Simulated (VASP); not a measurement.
Wanted: the native input for a VASP 6.6.1 run.

```yaml
Task: single point
Functional: PBEsol
Potentials_or_basis: VASP PAW PBE potentials, release 64 (Os)
Cutoff: 520 eV
k_mesh: 24 × 24 × 12
Occupations: gaussian, width 0.15 eV
Spin: no spin polarisation
Dipole_correction: no
Further_INCAR_settings: ALGO = Fast; EDIFF = 1e-07; NBANDS = 15
```

The structure of Os lies in POSCAR:

```
Os
1.0
    2.9452199166      0.0000000000      0.0000000000
   -1.4726099583      2.5506352675      0.0000000000
    0.0000000000      0.0000000000      3.7226046122
Os
2
Direct
    0.3333333333      0.6666666667      0.2500000000
    0.6666666667      0.3333333333      0.7500000000
```

This cell differs from its parent crystal: ratio of the length along z to the lengths across it x 0.8, volume and fractional coordinates fixed.

These files were run (other wordings do the same):

INCAR

```
PREC = Accurate ; ENCUT = 520
EDIFF = 1E-7 ; ISMEAR = 0
SIGMA = 0.15 ; LREAL = False
LASPH = True ; NELM = 60
ALGO = Fast ; ISIF = 2
LWAVE = False ; LCHARG = False
GGA = PS ; NBANDS = 15
```

KPOINTS

```
Automatic mesh
0
Gamma
  24 24 12
```

Potentials or basis: VASP PAW PBE potentials, release 64 (Os).

Command:

```bash
$ cat potpaw_PBE.64/Os/POTCAR > POTCAR
$ mpirun -np 1 vasp_std > vasp.out
```

It gave:

```yaml
Pressure: 22.7 GPa
Band_gap_on_the_k_mesh: zero (band 8 reaches 11.27 eV, above the bottom of band 9 at 8.33 eV)
```

Caveat: the PAW data sets were made with another functional, which shifts forces and pressure a little; spin-orbit coupling is left out, which moves the levels of the heavy elements.

Wall time 80 s on 1 thread of Intel(R) Xeon(R) Platinum 8488C (Sapphire Rapids), with other jobs on the host, peak memory 0.27 GiB.
